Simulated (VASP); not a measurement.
# WSe2 in VASP: a series of runs

The runs below take WSe2 through single point, with r2SCAN.

All numbers are computed with VASP 6.6.1; they aren't measurements. Logs are shortened: lines on timing, memory, paths and dates and some standing lists are left out, and cuts for length are marked.

### Step 1. The cell of the first run

The cell holds a slab with vacuum, 3 atoms: a = 3.314 Å, b = 3.339 Å, c = 16.659 Å, α = 90.00°, β = 90.00°, γ = 119.75°.

### Step 2. Single point, r2SCAN (strain +0.0100 x Voigt [0, 1, 0, 0, 0, 0])

POSCAR reads:

```
WSe2
1.0
    3.3143636060      0.0000000000      0.0000000000
   -1.6571818030      2.8990263110      0.0000000000
    0.0000000000      0.0000000000     16.6586759938
W Se
1 2
Direct
    0.0000000000      0.0000000000      0.0000000000
    0.3333333333      0.6666666667      0.0997031696
    0.3333333333      0.6666666667      0.9002968304
```

INCAR.step1 reads:

```
PREC = Accurate
ENCUT = 520
ISMEAR = 0
SIGMA = 0.05
LREAL = F
LASPH = T
NELM = 100
NBANDS = 20
GGA = PE
ALGO = Normal
EDIFF = 1E-4
LWAVE = T
LCHARG = F
```

INCAR.step2 reads:

```
PREC = Accurate
ENCUT = 520
EDIFF = 1E-6
ISMEAR = 0
SIGMA = 0.05
LREAL = F
LASPH = T
NELM = 100
ALGO = Normal
ISIF = 2
LWAVE = F
LCHARG = T
METAGGA = R2SCAN
LMIXTAU = T
LELF = T
LVHAR = T
NBANDS = 20
ISTART = 1
```

KPOINTS reads:

```
regular mesh
0
Gamma
  12 12 2
```

Potentials or basis: VASP PAW PBE potentials, release 64 (W_sv, Se).

On the command line:

```
$ cat potpaw_PBE.64/W_sv/POTCAR potpaw_PBE.64/Se/POTCAR > POTCAR
$ cp INCAR.step1 INCAR
$ mpirun -np 1 vasp_std > vasp.out
$ cp INCAR.step2 INCAR
$ mpirun -np 1 vasp_std > vasp.out
```

OUTCAR:

```text
PREC = Accurate
   ENCUT = 520
   EDIFF = 1E-6
   ISMEAR = 0
   LREAL = F
   LASPH = T
   NELM = 100
   ISIF = 2
   METAGGA = R2SCAN
   ISTART = 1

 ion  position               nearest neighbor table
   1  0.000  0.000  0.000-   2 2.54   3 2.54   2 2.54   3 2.54   2 2.55   3 2.55
   2  0.333  0.667  0.100-   1 2.54   1 2.54   1 2.55
   3  0.333  0.667  0.900-   1 2.54   1 2.54   1 2.55

  LATTYP: Found a base centered orthorhombic cell.
 ALAT       =     3.3143636060
 B/A-ratio  =     1.7493713157
 C/A-ratio  =     5.0262065283

  Lattice vectors:

 A1 = (   1.6571818030,  -2.8990263110,   0.0000000000)
 A2 = (   1.6571818030,   2.8990263110,   0.0000000000)
 A3 = (   0.0000000000,   0.0000000000,  16.6586759938)

Analysis of symmetry for initial positions (statically):
=====================================================================
 Subroutine PRICEL returns:
 Original cell was already a primitive cell.

 Routine SETGRP: Setting up the symmetry group for a
 base centered orthorhombic supercell.

 Subroutine GETGRP returns: Found  4 space group operations
 (whereof  4 operations were pure point group operations)
 out of a pool of  8 trial point group operations.

The static configuration has the point symmetry C_2v.

Analysis of symmetry for dynamics (positions and initial velocities):
=====================================================================
 Subroutine PRICEL returns:
 Original cell was already a primitive cell.

 Routine SETGRP: Setting up the symmetry group for a
 base centered orthorhombic supercell.

 Subroutine GETGRP returns: Found  4 space group operations
 (whereof  4 operations were pure point group operations)
 out of a pool of  8 trial point group operations.

The dynamic configuration has the point symmetry C_2v.

 Subroutine INISYM returns: Found  4 space group operations
 (whereof  4 operations are pure point group operations),
 and found     1 'primitive' translations

----------------------------------------------------------------------------------------

                                     Primitive cell
[... 85 lines left out ...]
   ISTART =      1    job   : 0-new  1-cont  2-samecut
   ICHARG =      0    charge: 1-file 2-atom 10-const
   ISPIN  =      1    spin polarized calculation?
   LNONCOLLINEAR =      F non collinear calculations
   LSORBIT =      F    spin-orbit coupling
   LASPH  =      T    aspherical Exc in radial PAW
   ENCUT  =  520.0 eV  38.22 Ry    6.18 a.u.   6.16  6.21 30.97*2*pi/ulx,y,z
   NELM   =    100;   NELMIN=  2; NELMDL=  0     # of ELM steps
   EDIFF  = 0.1E-05   stopping-criterion for ELM
   LREAL  =      F    real-space projection
   EDIFFG = 0.1E-04   stopping-criterion for IOM
   NSW    =      0    number of steps for IOM
   IBRION =     -1    ionic relax: 0-MD 1-quasi-New 2-CG
   NFREE  =      0    steps in history (QN), initial steepest desc. (CG)
   ISIF   =      2    stress and relaxation
   ISYM   =      2    0-nonsym 1-usesym 2-fastsym
   POTIM  = 0.5000    time-step for ionic-motion
   TEBEG  =    0.0;   TEEND  =   0.0 temperature during run
   PSTRESS=    0.0 pullay stress
   NELECT =      26.0000    total number of electrons
   NUPDOWN=      -1.0000    fix difference up-down
   EMIN   =  10.00;   EMAX   =-10.00  energy-range for DOS
   EFERMI =   0.00;   METHOD = LEGACY
   ISMEAR =     0;   SIGMA  =   0.05  broadening in eV -4-tet -1-fermi 0-gaus
   EFERMI_NEDOS =   21; number of points for ismear=-14 and -15
   IALGO  =     38    algorithm
   IMIX   =      4    mixing-type and parameters
     AMIX     =   0.40;   BMIX     =  1.00
     AMIX_MAG =   1.60;   BMIX_MAG =  1.00
  volume/ion in A,a.u.               =      53.35       360.05
  Fermi-wavevector in a.u.,A,eV,Ry     =   0.893240  1.687980 10.855794  0.797878
  Thomas-Fermi vector in A             =   2.015292
   LORBIT       =      0    0 simple, 1 ext, 2 COOP (PROOUT), +10 PAW based schemes
   METAGGA = R2SCAN    functional components
   LHFCALC =     F    Hartree Fock is set to
   AEXX    =    0.0000 exact exchange contribution
   IVDW    =     0    specifies the selected vdW correction
   LEPSILON=     F    determine dielectric tensor
   LRPA    =     F    only Hartree local field effects (RPA)
 non-spin polarized calculation
 Gauss-broadening in eV      SIGMA  =   0.05
  energy-cutoff  :      520.00
  volume of cell :      160.06
 maximum number of plane-waves:      4336
 NGX is ok and might be reduce to    28
   NGX = 13   NGY = 13   NGZ = 61

 number of electron      25.9999998 magnetization

 Free energy of the ion-electron system (eV)
  ---------------------------------------------------
  ext. energy  EPLUGINS =         0.00000000
  ---------------------------------------------------
  free energy    TOTEN  =       -81.74734630 eV

  energy without entropy =      -81.74734630  energy(sigma->0) =      -81.74734630

 E-fermi :  -0.9060     XC(G=0):  -4.8239

 val. band max:       -1.1226708498   @ k =   0.3333   0.3333   0.0000
 cond. band min:       0.4679269455   @ k =   0.3333   0.3333   0.5000
 fundamental gap:      1.5905977953
 Fermi energy:        -0.9060295246

 k-point     1 :       0.0000    0.0000    0.0000
  band No.  band energies     occupation
      1     -77.1523      2.00000
      2     -40.7167      2.00000
      3     -40.6367      2.00000
      4     -40.6205      2.00000
      5     -16.4532      2.00000
      6     -15.1013      2.00000
[... 541 lines left out ...]
     19       7.2623      0.00000
     20       7.8077      0.00000

 [... further k-points ...]

------------------------ aborting loop because EDIFF is reached ----------------------------------------

  FORCE on cell =-STRESS in cart. coord.  units (eV):
  Direction    XX          YY          ZZ          XY          YZ          ZX
  --------------------------------------------------------------------------------------
  -------------------------------------------------------------------------------------
  Total       -0.1430894     -0.7834102     -0.2182528      0.0000000      0.0000000      0.0000000
  in kB       -1.4322708     -7.8416423     -2.1846287      0.0000000      0.0000000      0.0000000
  external PRESSURE =      -3.8195139 kB  Pullay stress =       0.0000000 kB

 VOLUME and BASIS-vectors are now :
 -----------------------------------------------------------------------------
  energy-cutoff  :      520.00
  volume of cell :      160.06
      direct lattice vectors                 reciprocal lattice vectors
     3.314363606  0.000000000  0.000000000     0.301717047  0.172471701  0.000000000
    -1.657181803  2.899026311  0.000000000     0.000000000  0.344943403  0.000000000
     0.000000000  0.000000000 16.658675994     0.000000000  0.000000000  0.060028780

 POSITION                                       TOTAL-FORCE (eV/Angst)
 -----------------------------------------------------------------------------------
      0.00000      0.00000      0.00000         0.000000      0.062449      0.000000
     -0.00000      1.93268      1.66092        -0.000000     -0.031225     -0.062714
     -0.00000      1.93268     14.99775        -0.000000     -0.031225      0.062714
 -----------------------------------------------------------------------------------
    total drift:                                0.000001      0.000014     -0.000000

  FREE ENERGIE OF THE ION-ELECTRON SYSTEM (eV)
  ---------------------------------------------------
  free  energy   TOTEN  =       -81.7473463027 eV

  energy  without entropy=      -81.7473463027  energy(sigma->0) =      -81.74734630
```

Run time: 31 min. Hardware: 1 thread of Oxide Virtual Turin-like, shared host; peak memory 0.48 GiB.

What came out:

```yaml
Free_energy: -81.7473 eV
Largest_force: 0.070 eV/Å
Band_gap_on_the_k_mesh: 1.59 eV
```

Forces on the atoms (eV/Å):
```
W    0.000  0.062  0.000
Se   0.000 -0.031 -0.063
Se   0.000 -0.031  0.063
```

Caveat: the cell differs from its parent crystal (strain +0.0100 x Voigt [0, 1, 0, 0, 0, 0]); there is no dipole correction, which matters where the two faces differ; the PAW data sets were made with another functional, which shifts forces and pressure a little; spin-orbit coupling is left out, which moves the levels of the heavy elements.

### Step 3. Single point, r2SCAN (strain +0.0300 x Voigt [0, 1, 0, 0, 0, 0])

POSCAR: that of step 2 with these lines changed.

```diff
@@ -3,3 +3,3 @@
     3.3143636060      0.0000000000      0.0000000000
-   -1.6571818030      2.8990263110      0.0000000000
+   -1.6571818030      2.9564327726      0.0000000000
     0.0000000000      0.0000000000     16.6586759938
```

INCAR.step1 is that of step 2.

INCAR.step2 is that of step 2.

KPOINTS is that of step 2.

Potentials or basis: VASP PAW PBE potentials, release 64 (W_sv, Se).

On the command line:

```
$ cat potpaw_PBE.64/W_sv/POTCAR potpaw_PBE.64/Se/POTCAR > POTCAR
$ cp INCAR.step1 INCAR
$ mpirun -np 1 vasp_std > vasp.out
$ cp INCAR.step2 INCAR
$ mpirun -np 1 vasp_std > vasp.out
```

OUTCAR:

```text
PREC = Accurate
   ENCUT = 520
   EDIFF = 1E-6
   ISMEAR = 0
   LREAL = F
   LASPH = T
   NELM = 100
   ISIF = 2
   METAGGA = R2SCAN
   ISTART = 1

 ion  position               nearest neighbor table
   1  0.000  0.000  0.000-   2 2.54   3 2.54   2 2.54   3 2.54   2 2.58   3 2.58
   2  0.333  0.667  0.100-   1 2.54   1 2.54   1 2.58
   3  0.333  0.667  0.900-   1 2.54   1 2.54   1 2.58

  LATTYP: Found a base centered orthorhombic cell.
 ALAT       =     3.3143636060
 B/A-ratio  =     1.7840123318
 C/A-ratio  =     5.0262065283

[... 196 lines left out ...]
      5     -16.4201      2.00000
      6     -15.0973      2.00000
[... 541 lines left out ...]
     19       7.0248      0.00000
     20       7.7040      0.00000

 [... further k-points ...]
[... 5 lines left out ...]
  --------------------------------------------------------------------------------------
  -------------------------------------------------------------------------------------
  Total       -0.6347734     -2.4436426     -0.8854297      0.0000000      0.0000000      0.0000000
  in kB       -6.2304676    -23.9849951     -8.6907255      0.0000000      0.0000000      0.0000000
  external PRESSURE =     -12.9687294 kB  Pullay stress =       0.0000000 kB

 VOLUME and BASIS-vectors are now :
 -----------------------------------------------------------------------------
  energy-cutoff  :      520.00
  volume of cell :      163.23
      direct lattice vectors                 reciprocal lattice vectors
     3.314363606  0.000000000  0.000000000     0.301717047  0.169122736  0.000000000
    -1.657181803  2.956432773  0.000000000     0.000000000  0.338245472  0.000000000
     0.000000000  0.000000000 16.658675994     0.000000000  0.000000000  0.060028780

 POSITION                                       TOTAL-FORCE (eV/Angst)
 -----------------------------------------------------------------------------------
      0.00000      0.00000      0.00000        -0.000000      0.156889      0.000000
     -0.00000      1.97096      1.66092         0.000000     -0.078445     -0.263589
     -0.00000      1.97096     14.99775         0.000000     -0.078445      0.263589
 -----------------------------------------------------------------------------------
    total drift:                                0.000001     -0.000173      0.000000

  FREE ENERGIE OF THE ION-ELECTRON SYSTEM (eV)
  ---------------------------------------------------
  free  energy   TOTEN  =       -81.7156954968 eV

  energy  without entropy=      -81.7156954968  energy(sigma->0) =      -81.71569550
```

It took 36 min on 1 thread of Oxide Virtual Turin-like, shared host; peak memory 0.49 GiB.

Results:

```yaml
Free_energy: -81.7157 eV
Largest_force: 0.275 eV/Å
Band_gap_on_the_k_mesh: 1.49 eV
```

Forces in eV/Å, atoms in the order of the input:
```
W    0.000  0.157  0.000
Se   0.000 -0.078 -0.264
Se   0.000 -0.078  0.264
```

Caveat: the cell differs from its parent crystal (strain +0.0300 x Voigt [0, 1, 0, 0, 0, 0]); there is no dipole correction, which matters where the two faces differ; the PAW data sets were made with another functional, which shifts forces and pressure a little; spin-orbit coupling is left out, which moves the levels of the heavy elements.
